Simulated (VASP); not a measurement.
Here is a VASP 6.6.1 calculation.

The input INCAR:

```
SYSTEM = ScAl4
PREC = Accurate ; ENCUT = 520
EDIFF = 1E-7 ; ISMEAR = 0
SIGMA = 0.1 ; LREAL = Auto
LASPH = .True. ; NELM = 150
ALGO = Fast ; ISIF = 2
LWAVE = .False. ; LCHARG = .False.
ISPIN = 2 ; MAGMOM = 1 1 1 0 0 0 0 0 0 0 0 0 0 0 0
LORBIT = 11 ; LMAXMIX = 4
GGA = PE ; NBANDS = 52
```

File KPOINTS:

```
regular mesh
0
Gamma
  3 3 6
  0 0 0
```

The input POSCAR:

```
ScAl4
1.0
   10.7163466415      0.0000000000      0.0000000000
   -5.3581733208      9.2806284273      0.0000000000
    0.0000000000      0.0000000000      3.1267196645
Sc Al
3 12
Direct
    0.5000000000      0.0000000000      0.0000000000
    0.0000000000      0.5000000000      0.0000000000
    0.5000000000      0.5000000000      0.0000000000
    0.8605843716      0.1394156284      0.0000000000
    0.8605843716      0.7211687433      0.0000000000
    0.2788312567      0.1394156284      0.0000000000
    0.1394156284      0.8605843716      0.0000000000
    0.1394156284      0.2788312567      0.0000000000
    0.7211687433      0.8605843716      0.0000000000
    0.7477148315      0.2522851685      0.5000000000
    0.7477148315      0.4954296630      0.5000000000
    0.5045703370      0.2522851685      0.5000000000
    0.2522851685      0.7477148315      0.5000000000
    0.2522851685      0.5045703370      0.5000000000
    0.4954296630      0.7477148315      0.5000000000
```

Potentials or basis: VASP PAW PBE potentials, release 64 (Sc_sv, Al).

Run with:

```bash
$ cat potpaw_PBE.64/Sc_sv/POTCAR potpaw_PBE.64/Al/POTCAR > POTCAR
$ mpirun -np 1 vasp_std > vasp.out
```

(1) Estimate the largest force.

(2) What does it give for the pressure?

(3) Estimate the net moment.

Answers

(1) 0.015 eV/Å.

(2) -0.1 GPa.

(3) 0.00 μB per cell.
